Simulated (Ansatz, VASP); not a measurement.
# Al3Au in VASP and in Ansatz

```xyz
4
Lattice="-2.0387 2.0387 4.0835 2.0387 -2.0387 4.0835 2.0387 2.0387 -4.0835" Properties=species:S:1:pos:R:3 pbc="T T T"
Au    0.0000    0.0000    0.0000
Al    0.0000    0.0000    4.0835
Al    2.0387    0.0000    2.0417
Al    0.0000    2.0387    2.0417
```

Alike in both runs: task single point; functional PBE; k mesh 9 × 9 × 9; occupations fermi-dirac, width 0.05 eV; no spin polarisation.

```csv
,VASP,Ansatz
version,VASP 6.6.1,Ansatz 0.2.0
potentials or method,"VASP PAW PBE potentials, release 64 (Au, Al)",Ansatz PAW
plane-wave cutoff (eV),520,420
valence electrons in the cell,20,28
```

Ansatz gave:

| Quantity | Value |
| --- | --- |
| gap on the k mesh at the Fermi level (eV) | none |
| pressure (GPa) | -1.4 |
| traceless stress, the component that is largest in VASP (GPa) | -0.25 |

Question: Estimate VASP's values.

Answer: gap on the k mesh at the Fermi level (eV): none; pressure (GPa): -1.5; traceless stress, the component that is largest in VASP (GPa): -0.24.

A gap of «none» marks a metal or a gap that the smearing closes. The functional is the same, so the differences come from potentials, cutoffs and numerics. VASP's potentials hold 20 valence electrons a cell and Ansatz's 28, so a difference there can come from the potentials and not from the codes.

Spin-orbit coupling is off throughout.
